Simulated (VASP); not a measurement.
# InP (F-43m) in VASP: notebook, part 2 of 2

VASP 6.6.1. The steps go on from the part before.

### Step 3. Single point, PBE, non-collinear spin, zero start, spin-orbit coupling

This run uses another cell than the first one, of 25.77 Å³/atom, 0.975 times its volume.

INCAR

```
ALGO     = Normal         # electronic algorithm
EDIFF    = 1E-6           # SCF threshold, eV
ENCUT    = 520            # plane-wave cutoff, eV
GGA      = PE             # functional
GGA_COMPAT= F            
ISIF     = 2              # what is computed and relaxed
ISMEAR   = -1             # smearing method
LASPH    = T              # aspherical terms in the spheres
LCHARG   = F              # write CHGCAR
LORBIT   = 11             # projections on sites
LORBMOM  = T            
LREAL    = F              # projectors in reciprocal space
LSORBIT  = T              # spin-orbit coupling
LWAVE    = F              # write WAVECAR
MAGMOM   = 0 0 0 0 0 0    # initial moments
NBANDS   = 30             # bands
NELM     = 150            # most SCF steps
PREC     = Accurate       # precision mode
SIGMA    = 0.02           # smearing width, eV
```

KPOINTS

```
k-points
0
Gamma
  8 8 8
```

POSCAR

```
InP
1.0
    0.0000000000      2.9537876370      2.9537876370
    2.9537876370      0.0000000000      2.9537876370
    2.9537876370      2.9537876370      0.0000000000
In P
1 1
Direct
    0.0000000000      0.0000000000      0.0000000000
    0.2500000000      0.2500000000      0.2500000000
```

Potentials or basis: VASP PAW PBE potentials, release 64 (In_d, P).

The run is started by

```sh
$ cat potpaw_PBE.64/In_d/POTCAR potpaw_PBE.64/P/POTCAR > POTCAR
$ mpirun -np 1 vasp_ncl > vasp.out
```

OUTCAR:

```text
EDIFF = 1E-6
   ENCUT = 520
   GGA = PE
   ISIF = 2
   ISMEAR = -1
   LASPH = T
   LORBIT = 11
   LREAL = F
   LSORBIT = T
   NELM = 150
   PREC = Accurate

 ion  position               nearest neighbor table
   1  0.000  0.000  0.000-   2 2.56   2 2.56   2 2.56   2 2.56
   2  0.250  0.250  0.250-   1 2.56   1 2.56   1 2.56   1 2.56

  LATTYP: Found a face centered cubic cell.
 ALAT       =     5.9075752740

  Lattice vectors:

 A1 = (   0.0000000000,   2.9537876370,   2.9537876370)
 A2 = (   2.9537876370,   0.0000000000,   2.9537876370)
 A3 = (   2.9537876370,   2.9537876370,   0.0000000000)

Analysis of symmetry for initial positions (statically):
=====================================================================
 Subroutine PRICEL returns:
 Original cell was already a primitive cell.

 Routine SETGRP: Setting up the symmetry group for a
 face centered cubic supercell.

 Subroutine GETGRP returns: Found 24 space group operations
 (whereof 24 operations were pure point group operations)
 out of a pool of 48 trial point group operations.

The static configuration has the point symmetry T_d .

Analysis of symmetry for dynamics (positions and initial velocities):
=====================================================================
 Subroutine PRICEL returns:
 Original cell was already a primitive cell.

 Routine SETGRP: Setting up the symmetry group for a
 face centered cubic supercell.

 Subroutine GETGRP returns: Found 24 space group operations
 (whereof 24 operations were pure point group operations)
 out of a pool of 48 trial point group operations.

The dynamic configuration has the point symmetry T_d .

Analysis of structural, dynamic, and magnetic symmetry:
=====================================================================
 Subroutine PRICEL returns:
 Original cell was already a primitive cell.

 Routine SETGRP: Setting up the symmetry group for a
 face centered cubic supercell.

 Subroutine GETGRP returns: Found 24 space group operations
 (whereof 24 operations were pure point group operations)
 out of a pool of 48 trial point group operations.

The overall configuration has the point symmetry T_d .

 Subroutine INISYM returns: Found 24 space group operations
 (whereof 24 operations are pure point group operations),
 and found     1 'primitive' translations

----------------------------------------------------------------------------------------

                                     Primitive cell

  volume of cell :      51.5428

  direct lattice vectors                    reciprocal lattice vectors
     0.000000000  2.953787637  2.953787637    -0.169274187  0.169274187  0.169274187
     2.953787637  0.000000000  2.953787637     0.169274187 -0.169274187  0.169274187
     2.953787637  2.953787637  0.000000000     0.169274187  0.169274187 -0.169274187

  length of vectors
     4.177286537  4.177286537  4.177286537     0.293191492  0.293191492  0.293191492

  position of ions in fractional coordinates (direct lattice)
[... 141 lines left out ...]
      6      -8.8760      1.00000
[... 781 lines left out ...]
     29      15.6357      0.00000
     30      15.6495      0.00000

 [... further k-points ...]
[... 5 lines left out ...]
  --------------------------------------------------------------------------------------
  -------------------------------------------------------------------------------------
  Total        0.5000947      0.5000947      0.5000947     -0.0000000     -0.0000000     -0.0000000
  in kB       15.5451548     15.5451548     15.5451548     -0.0000000     -0.0000000     -0.0000000
  external PRESSURE =      15.5451548 kB  Pullay stress =       0.0000000 kB

 VOLUME and BASIS-vectors are now :
 -----------------------------------------------------------------------------
  energy-cutoff  :      520.00
  volume of cell :       51.54
      direct lattice vectors                 reciprocal lattice vectors
     0.000000000  2.953787637  2.953787637    -0.169274187  0.169274187  0.169274187
     2.953787637  0.000000000  2.953787637     0.169274187 -0.169274187  0.169274187
     2.953787637  2.953787637  0.000000000     0.169274187  0.169274187 -0.169274187

 POSITION                                       TOTAL-FORCE (eV/Angst)
 -----------------------------------------------------------------------------------
      0.00000      0.00000      0.00000        -0.000000     -0.000000     -0.000000
      1.47689      1.47689      1.47689         0.000000      0.000000      0.000000
 -----------------------------------------------------------------------------------
    total drift:                               -0.000000     -0.000000     -0.000000

  FREE ENERGIE OF THE ION-ELECTRON SYSTEM (eV)
  ---------------------------------------------------
  free  energy   TOTEN  =        -8.4351223078 eV

  energy  without entropy=       -8.4351223046  energy(sigma->0) =       -8.43512231

 orbital moment (x)

 # of ion     p       d       tot
 ----------------------------------------
  1         0.000  -0.000   0.000
  2         0.000   0.000   0.000
 ----------------------------------------
            0.000  -0.000   0.000

 orbital moment (y)

 # of ion     p       d       tot
 ----------------------------------------
  1        -0.000  -0.000  -0.000
  2         0.000   0.000   0.000
 ----------------------------------------
           -0.000  -0.000  -0.000

 orbital moment (z)

 # of ion     p       d       tot
 ----------------------------------------
  1         0.000  -0.000  -0.000
  2         0.000   0.000   0.000
 ----------------------------------------
            0.000  -0.000  -0.000

 Spin-Orbit-Coupling matrix elements

 Ion:    1  E_soc:     -0.0708078
 l=   1
     0.0000000    -0.0053187    -0.0053187
    -0.0053187     0.0000000    -0.0053187
    -0.0053187    -0.0053187     0.0000000
 l=   2
     0.0000000    -0.0013264     0.0000000    -0.0013264    -0.0051562
    -0.0013264     0.0000000    -0.0038672    -0.0013264    -0.0012891
     0.0000000    -0.0038672     0.0000000    -0.0038672     0.0000000
    -0.0013264    -0.0013264    -0.0038672     0.0000000    -0.0012891
    -0.0051562    -0.0012891     0.0000000    -0.0012891     0.0000000
 l=   3
     0.0000000     0.0000000     0.0000000     0.0000000     0.0000000     0.0000000     0.0000000
     0.0000000     0.0000000     0.0000000     0.0000000     0.0000000     0.0000000     0.0000000
     0.0000000     0.0000000     0.0000000     0.0000000     0.0000000     0.0000000     0.0000000
     0.0000000     0.0000000     0.0000000     0.0000000     0.0000000     0.0000000     0.0000000
     0.0000000     0.0000000     0.0000000     0.0000000     0.0000000     0.0000000     0.0000000
     0.0000000     0.0000000     0.0000000     0.0000000     0.0000000     0.0000000     0.0000000
     0.0000000     0.0000000     0.0000000     0.0000000     0.0000000     0.0000000     0.0000000

 Ion:    2  E_soc:     -0.0011228
 l=   1
     0.0000000    -0.0001871    -0.0001871
    -0.0001871     0.0000000    -0.0001871
    -0.0001871    -0.0001871     0.0000000
 l=   2
     0.0000000     0.0000000     0.0000000     0.0000000     0.0000000
     0.0000000     0.0000000     0.0000000     0.0000000     0.0000000
     0.0000000     0.0000000     0.0000000     0.0000000     0.0000000
     0.0000000     0.0000000     0.0000000     0.0000000     0.0000000
     0.0000000     0.0000000     0.0000000     0.0000000     0.0000000
 l=   3
     0.0000000     0.0000000     0.0000000     0.0000000     0.0000000     0.0000000     0.0000000
     0.0000000     0.0000000     0.0000000     0.0000000     0.0000000     0.0000000     0.0000000
     0.0000000     0.0000000     0.0000000     0.0000000     0.0000000     0.0000000     0.0000000
     0.0000000     0.0000000     0.0000000     0.0000000     0.0000000     0.0000000     0.0000000
     0.0000000     0.0000000     0.0000000     0.0000000     0.0000000     0.0000000     0.0000000
     0.0000000     0.0000000     0.0000000     0.0000000     0.0000000     0.0000000     0.0000000
     0.0000000     0.0000000     0.0000000     0.0000000     0.0000000     0.0000000     0.0000000

 total charge

# of ion       s       p       d       tot
------------------------------------------
    1        0.826   0.744   9.897  11.467
    2        1.032   1.483   0.000   2.515
--------------------------------------------------
tot          1.858   2.228   9.897  13.982

 magnetization (x)

# of ion       s       p       d       tot
------------------------------------------
    1       -0.000   0.000   0.000  -0.000
    2        0.000   0.000   0.000   0.000
--------------------------------------------------
tot          0.000   0.000   0.000   0.000

 magnetization (y)

# of ion       s       p       d       tot
------------------------------------------
    1       -0.000   0.000   0.000  -0.000
    2       -0.000   0.000   0.000  -0.000
--------------------------------------------------
tot         -0.000   0.000   0.000  -0.000

 magnetization (z)

# of ion       s       p       d       tot
------------------------------------------
    1       -0.000  -0.000  -0.000  -0.000
    2       -0.000   0.000   0.000   0.000
--------------------------------------------------
tot         -0.000   0.000  -0.000   0.000
```

It took 3.7 min on 1 thread of Intel Xeon 6975P-C, shared host; peak memory 0.36 GiB.

What came out:

```yaml
Free_energy: -8.4351 eV
Pressure: 1.6 GPa
Net_moment: 0.00 μB per cell
Valence_electrons_inside_the_program's_atomic_spheres: In 11.47; P 2.52
```

Moments on the atoms (μB; x, y, z):
```
In  0.00 0.00 0.00
P   0.00 0.00 0.00
```
